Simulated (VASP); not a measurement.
Here is a VASP 6.6.1 calculation.

The input INCAR:

```
SYSTEM = ZnPb2N2
ALGO     = Normal         ! electronic algorithm
EDIFF    = 1E-7           ! SCF threshold, eV
ENCUT    = 520            ! plane-wave cutoff, eV
GGA      = PE             ! functional
ISIF     = 2              ! what is computed and relaxed
ISMEAR   = 0              ! smearing method
LASPH    = .True.         ! aspherical terms in the spheres
LCHARG   = .True.         ! write CHGCAR
LELF     = .True.         ! ELF
LREAL    = .False.        ! projectors in reciprocal space
LVHAR    = .True.       
LWAVE    = .False.        ! write WAVECAR
NBANDS   = 33             ! bands
NELM     = 60             ! most SCF steps
PREC     = Accurate       ! precision mode
SIGMA    = 0.1            ! smearing width, eV
```

KPOINTS

```
k-points
0
Gamma
  12 12 12
  0 0 0
```

The input POSCAR:

```
ZnPb2N2
1.0
   -2.1739174738      2.1739174738      5.1136532046
    2.1739174738     -2.1739174738      5.1136532046
    2.1739174738      2.1739174738     -5.1136532046
Zn Pb N
1 2 2
Direct
    0.0000000000      0.0000000000      0.0000000000
    0.3396533629      0.3396533629      0.0000000000
    0.6603466371      0.6603466371      0.0000000000
    0.2500000000      0.7500000000      0.5000000000
    0.7500000000      0.2500000000      0.5000000000
```

Potentials or basis: VASP PAW PBE potentials, release 64 (Zn, Pb_d, N).

Launch:

```sh
$ cat potpaw_PBE.64/Zn/POTCAR potpaw_PBE.64/Pb_d/POTCAR potpaw_PBE.64/N/POTCAR > POTCAR
$ mpirun -np 1 vasp_std > vasp.out
```

Q: Predict the pressure.

A: 0.0 GPa.

Q: Estimate the largest force.

A: 0.011 eV/Å.

Forces in eV/Å, atoms in the order of the input:
```
Zn   0.000  0.000  0.000
Pb   0.000  0.000  0.011
Pb   0.000  0.000 -0.011
N    0.000  0.000  0.000
N    0.000  0.000  0.000
```
